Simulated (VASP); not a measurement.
# Cu (Fm-3m) in VASP: further runs

The runs below take Cu through single point, with PBEsol.

All numbers are computed with VASP 6.6.1; they aren't measurements. Logs are shortened: lines on timing, memory, paths and dates and some standing lists are left out, and cuts for length are marked.

### 1 The cell of the first run

The structure is cubic, space group Fm-3m (No. 225). Conventional cell: a = 3.564 Å, b = 3.564 Å, c = 3.564 Å, α = 90.00°, β = 90.00°, γ = 90.00°. Cu (site symmetry m-3m) has 12 Cu at 2.52 Å within 3.3 Å.

### 2 Single point, PBEsol

The input, INCAR:

```
SYSTEM = Cu
PREC     = Accurate       ! precision mode
ENCUT    = 520            ! plane-wave cutoff, eV
EDIFF    = 1E-6           ! SCF threshold, eV
ISMEAR   = -1             ! smearing method
SIGMA    = 0.1            ! smearing width, eV
LREAL    = .FALSE.        ! projectors in reciprocal space
LASPH    = .TRUE.         ! aspherical terms in the spheres
NELM     = 100            ! most SCF steps
ALGO     = Normal         ! electronic algorithm
ISIF     = 2              ! what is computed and relaxed
LWAVE    = .FALSE.        ! write WAVECAR
LCHARG   = .FALSE.        ! write CHGCAR
GGA      = PS             ! functional
NBANDS   = 12             ! bands
```

The input, KPOINTS:

```
regular mesh
0
G
  21 21 21
  0 0 0
```

The input, POSCAR:

```
Cu
1.0
    0.0000000000      1.7817812445      1.7817812445
    1.7817812445      0.0000000000      1.7817812445
    1.7817812445      1.7817812445      0.0000000000
Cu
1
Direct
    0.0000000000      0.0000000000      0.0000000000
```

Potentials or basis: VASP PAW PBE potentials, release 64 (Cu).

On the command line:

```bash
> cat potpaw_PBE.64/Cu/POTCAR > POTCAR
> mpirun -np 1 vasp_std > vasp.out
```

OUTCAR:

```text
SYSTEM = Cu
   PREC = Accurate
   ENCUT = 520
   EDIFF = 1E-6
   ISMEAR = -1
   LREAL = .FALSE.
   LASPH = .TRUE.
   NELM = 100
   ISIF = 2
   GGA = PS

 ion  position               nearest neighbor table
   1  0.000  0.000  0.000-

  LATTYP: Found a face centered cubic cell.
 ALAT       =     3.5635624890

  Lattice vectors:

 A1 = (   0.0000000000,   1.7817812445,   1.7817812445)
 A2 = (   1.7817812445,   0.0000000000,   1.7817812445)
 A3 = (   1.7817812445,   1.7817812445,   0.0000000000)

Analysis of symmetry for initial positions (statically):
=====================================================================
 Subroutine PRICEL returns:
 Original cell was already a primitive cell.

 Routine SETGRP: Setting up the symmetry group for a
 face centered cubic supercell.

 Subroutine GETGRP returns: Found 48 space group operations
 (whereof 48 operations were pure point group operations)
 out of a pool of 48 trial point group operations.

The static configuration has the point symmetry O_h .

Analysis of symmetry for dynamics (positions and initial velocities):
=====================================================================
 Subroutine PRICEL returns:
 Original cell was already a primitive cell.

 Routine SETGRP: Setting up the symmetry group for a
 face centered cubic supercell.

 Subroutine GETGRP returns: Found 48 space group operations
 (whereof 48 operations were pure point group operations)
 out of a pool of 48 trial point group operations.

The dynamic configuration has the point symmetry O_h .

 Subroutine INISYM returns: Found 48 space group operations
 (whereof 48 operations are pure point group operations),
 and found     1 'primitive' translations

----------------------------------------------------------------------------------------

                                     Primitive cell

  volume of cell :      11.3134

  direct lattice vectors                    reciprocal lattice vectors
     0.000000000  1.781781245  1.781781245    -0.280618062  0.280618062  0.280618062
     1.781781245  0.000000000  1.781781245     0.280618062 -0.280618062  0.280618062
     1.781781245  1.781781245  0.000000000     0.280618062  0.280618062 -0.280618062

  length of vectors
     2.519819201  2.519819201  2.519819201     0.486044741  0.486044741  0.486044741

  position of ions in fractional coordinates (direct lattice)
     0.000000000  0.000000000  0.000000000

  ion indices of the primitive-cell ions
   primitive index   ion index
                 1           1

----------------------------------------------------------------------------------------

 KPOINTS: regular mesh

Automatic generation of k-mesh.
 Grid dimensions read from file:
 generate k-points for:   21   21   21

 Generating k-lattice:

  Cartesian coordinates                     Fractional coordinates (reciprocal lattice)
    -0.013362765  0.013362765  0.013362765     0.047619048  0.000000000  0.000000000
     0.013362765 -0.013362765  0.013362765     0.000000000  0.047619048  0.000000000
     0.013362765  0.013362765 -0.013362765     0.000000000  0.000000000  0.047619048

  Length of vectors
     0.023144988  0.023144988  0.023144988

  Shift w.r.t. Gamma in fractional coordinates (k-lattice)
     0.000000000  0.000000000  0.000000000

 Subroutine IBZKPT returns following result:
 ===========================================

 Found    286 irreducible k-points:

 Following reciprocal coordinates:
            Coordinates               Weight
  0.000000  0.000000  0.000000      1.000000
  0.047619  0.000000  0.000000      8.000000
  0.095238  0.000000  0.000000      8.000000
  0.142857  0.000000  0.000000      8.000000
  0.190476  0.000000  0.000000      8.000000
  0.238095  0.000000  0.000000      8.000000
[... 16 lines left out ...]
 -0.428571  0.047619  0.000000     24.000000
 -0.380952  0.047619  0.000000     24.000000
 [... further k-points ...]
   k-points           NKPTS =    286   k-points in BZ     NKDIM =    286   number of bands    NBANDS=     12
   number of dos      NEDOS =    301   number of ions     NIONS =      1
   total plane-waves  NPLWV =   8000
   dimension x,y,z NGX =    20 NGY =   20 NGZ =   20
   dimension x,y,z NGXF=    40 NGYF=   40 NGZF=   40
   ions per type =               1
   NGX,Y,Z   is equivalent  to a cutoff of  13.20, 13.20, 13.20 a.u.
   NGXF,Y,Z  is equivalent  to a cutoff of  26.39, 26.39, 26.39 a.u.
 SYSTEM =  Cu
   PREC   = accura    normal or accurate (medium, high low for compatibility)
   ISTART =      0    job   : 0-new  1-cont  2-samecut
   ICHARG =      2    charge: 1-file 2-atom 10-const
   ISPIN  =      1    spin polarized calculation?
   LNONCOLLINEAR =      F non collinear calculations
   LSORBIT =      F    spin-orbit coupling
   LASPH  =      T    aspherical Exc in radial PAW
   ENCUT  =  520.0 eV  38.22 Ry    6.18 a.u.   4.69  4.69  4.69*2*pi/ulx,y,z
   NELM   =    100;   NELMIN=  2; NELMDL= -5     # of ELM steps
   EDIFF  = 0.1E-05   stopping-criterion for ELM
   LREAL  =      F    real-space projection
   EDIFFG = 0.1E-04   stopping-criterion for IOM
   NSW    =      0    number of steps for IOM
   IBRION =     -1    ionic relax: 0-MD 1-quasi-New 2-CG
   NFREE  =      0    steps in history (QN), initial steepest desc. (CG)
   ISIF   =      2    stress and relaxation
   ISYM   =      2    0-nonsym 1-usesym 2-fastsym
   POTIM  = 0.5000    time-step for ionic-motion
   TEBEG  =    0.0;   TEEND  =   0.0 temperature during run
   PSTRESS=    0.0 pullay stress
   NELECT =      11.0000    total number of electrons
   NUPDOWN=      -1.0000    fix difference up-down
   EMIN   =  10.00;   EMAX   =-10.00  energy-range for DOS
   EFERMI =   0.00;   METHOD = LEGACY
   ISMEAR =    -1;   SIGMA  =   0.10  broadening in eV -4-tet -1-fermi 0-gaus
   EFERMI_NEDOS =   21; number of points for ismear=-14 and -15
   IALGO  =     38    algorithm
   IMIX   =      4    mixing-type and parameters
     AMIX     =   0.40;   BMIX     =  1.00
     AMIX_MAG =   1.60;   BMIX_MAG =  1.00
  volume/ion in A,a.u.               =      11.31        76.35
  Fermi-wavevector in a.u.,A,eV,Ry     =   1.621840  3.064833 35.788289  2.630365
  Thomas-Fermi vector in A             =   2.715551
   LORBIT       =      0    0 simple, 1 ext, 2 COOP (PROOUT), +10 PAW based schemes
   GGA     = PS    functional components
   LHFCALC =     F    Hartree Fock is set to
   AEXX    =    0.0000 exact exchange contribution
   IVDW    =     0    specifies the selected vdW correction
   LEPSILON=     F    determine dielectric tensor
   LRPA    =     F    only Hartree local field effects (RPA)
 non-spin polarized calculation
  energy-cutoff  :      520.00
  volume of cell :       11.31
 maximum number of plane-waves:       316
   NGX =  9   NGY =  9   NGZ =  9

 number of electron      11.0000013 magnetization

 Free energy of the ion-electron system (eV)
  ---------------------------------------------------
  ext. energy  EPLUGINS =         0.00000000
  ---------------------------------------------------
  free energy    TOTEN  =        -4.31266592 eV

  energy without entropy =       -4.30211423  energy(sigma->0) =       -4.30739008

 E-fermi :   7.9700     XC(G=0): -13.1613

 val. band max:        7.9013776743   @ k =   0.4762   0.2857   0.0476
 cond. band min:       7.9831784693   @ k =  -0.3333   0.1905   0.0000
 fundamental gap:      0.0818007950
 Fermi energy:         7.9700182976

 k-point     1 :       0.0000    0.0000    0.0000
  band No.  band energies     occupation
      1      -1.7791      2.00000
      2       4.7766      2.00000
      3       4.7766      2.00000
      4       4.7766      2.00000
      5       5.6657      2.00000
      6       5.6657      2.00000
      7      30.8699      0.00000
      8      33.8200      0.00000
      9      33.8200      0.00000
     10      33.8200      0.00000
     11      36.3375      0.00000
     12      36.3375      0.00000

 k-point     2 :       0.0476    0.0000    0.0000
  band No.  band energies     occupation
      1      -1.6937      2.00000
      2       4.7574      2.00000
      3       4.7936      2.00000
      4       4.7936      2.00000
      5       5.6587      2.00000
      6       5.6587      2.00000
      7      30.4660      0.00000
      8      32.5899      0.00000
      9      33.5347      0.00000
     10      33.5347      0.00000
     11      36.7401      0.00000
     12      36.7401      0.00000

 k-point     3 :       0.0952    0.0000    0.0000
  band No.  band energies     occupation
      1      -1.4398      2.00000
      2       4.7037      2.00000
      3       4.8396      2.00000
      4       4.8396      2.00000
      5       5.6425      2.00000
      6       5.6425      2.00000
      7      28.6981      0.00000
      8      31.7750      0.00000
      9      32.9691      0.00000
     10      32.9691      0.00000
     11      37.6282      0.00000
     12      37.6282      0.00000
[... 286 lines left out ...]
 k-point    23 :      -0.4286    0.0476    0.0000
  band No.  band energies     occupation
      1       2.5799      2.00000
      2       4.7327      2.00000
      3       4.7823      2.00000
      4       5.7600      2.00000
      5       6.1995      2.00000
      6       6.8340      1.99998
      7      12.7312      0.00000
      8      28.4133      0.00000
      9      30.0586      0.00000
     10      30.6649      0.00000
     11      33.9453      0.00000
     12      35.0345      0.00000

 k-point    24 :      -0.3810    0.0476    0.0000
  band No.  band energies     occupation
      1       2.3708      2.00000
      2       4.7741      2.00000
      3       4.8163      2.00000
      4       5.3014      2.00000
      5       6.0903      2.00000
      6       6.4340      2.00000
      7      14.2718      0.00000
      8      28.3129      0.00000
      9      30.3208      0.00000
     10      31.3234      0.00000
     11      33.8816      0.00000
     12      35.4606      0.00000

 [... further k-points ...]
[... 5 lines left out ...]
  --------------------------------------------------------------------------------------
  -------------------------------------------------------------------------------------
  Total        0.0507652      0.0507652      0.0507652     -0.0000000      0.0000000     -0.0000000
  in kB        7.1892543      7.1892543      7.1892543     -0.0000000      0.0000000     -0.0000000
  external PRESSURE =       7.1892543 kB  Pullay stress =       0.0000000 kB

 VOLUME and BASIS-vectors are now :
 -----------------------------------------------------------------------------
  energy-cutoff  :      520.00
  volume of cell :       11.31
      direct lattice vectors                 reciprocal lattice vectors
     0.000000000  1.781781245  1.781781245    -0.280618062  0.280618062  0.280618062
     1.781781245  0.000000000  1.781781245     0.280618062 -0.280618062  0.280618062
     1.781781245  1.781781245  0.000000000     0.280618062  0.280618062 -0.280618062

 POSITION                                       TOTAL-FORCE (eV/Angst)
 -----------------------------------------------------------------------------------
      0.00000      0.00000      0.00000        -0.000000     -0.000000     -0.000000
 -----------------------------------------------------------------------------------
    total drift:                                0.000000     -0.000000      0.000000

  FREE ENERGIE OF THE ION-ELECTRON SYSTEM (eV)
  ---------------------------------------------------
  free  energy   TOTEN  =        -4.3126659219 eV

  energy  without entropy=       -4.3021142285  energy(sigma->0) =       -4.30739008
```

It took 19 s on 1 thread of Intel Xeon Platinum 8488C (Sapphire Rapids), shared host; peak memory 0.15 GiB.

What came out:

```yaml
Free_energy: -4.3127 eV
Pressure: 0.7 GPa
Band_gap_on_the_k_mesh: zero (an odd number of electrons rules out a gap without spin polarisation)
```

Levels at points of the mesh, in eV from the Fermi level:
| k point | band 2 | band 3 | band 4 | band 5 | band 6 | band 7 | band 8 | band 9 | band 10 | band 11 |
| --- | --- | --- | --- | --- | --- | --- | --- | --- | --- | --- |
| (0.00, 0.00, 0.00) | -3.19 | -3.19 | -3.19 | -2.30 | -2.30 | 22.90 | 25.85 | 25.85 | 25.85 | 28.37 |

Caveat: the PAW data sets were made with another functional, which shifts forces and pressure a little.

### 3 Single point, PBEsol

This run uses another cell than the first one: it holds 3 atoms, not 1.

The input, INCAR:

```
PREC = Accurate
ENCUT = 520
EDIFF = 1E-7
ISMEAR = -1
SIGMA = 0.1
LREAL = False
LASPH = True
NELM = 80
ALGO = Normal
ISIF = 2
LWAVE = False
LCHARG = False
GGA = PS
NBANDS = 24
```

The input, KPOINTS:

```
Automatic mesh
0
Gamma
  18 18 7
```

The input, POSCAR:

```
Cu
1.0
    0.0000000000      1.7817812445     -1.7817812445
   -1.7817812445      0.0000000000      1.7817812445
    3.5635624890      3.5635624890      3.5635624890
Cu
3
Direct
    0.0000000000      0.0000000000      0.0000000000
    0.3333333330      0.6666666670      0.3333333330
    0.6666666670      0.3333333330      0.6666666670
```

Potentials or basis: VASP PAW PBE potentials, release 64 (Cu).

On the command line:

```bash
> cat potpaw_PBE.64/Cu/POTCAR > POTCAR
> mpirun -np 1 vasp_std > vasp.out
```

Run time: 92 s. Hardware: 1 thread of Intel Xeon Platinum 8488C (Sapphire Rapids), shared host; peak memory 0.25 GiB.

Results (log left out):

```yaml
Free_energy: -12.9406 eV
Pressure: 0.7 GPa
Band_gap_on_the_k_mesh: zero (an odd number of electrons rules out a gap without spin polarisation)
```

Levels at points of the mesh, in eV from the Fermi level:
| k point | band 15 | band 16 | band 17 | band 18 | band 19 | band 20 |
| --- | --- | --- | --- | --- | --- | --- |
| (0.00, 0.00, 0.00) | -1.95 | -1.95 | -1.95 | -1.95 | 8.87 | 8.87 |
| (0.50, 0.00, 0.00) | -1.51 | 0.47 | 0.47 | 1.43 | 5.21 | 5.21 |

Caveat: the PAW data sets were made with another functional, which shifts forces and pressure a little.
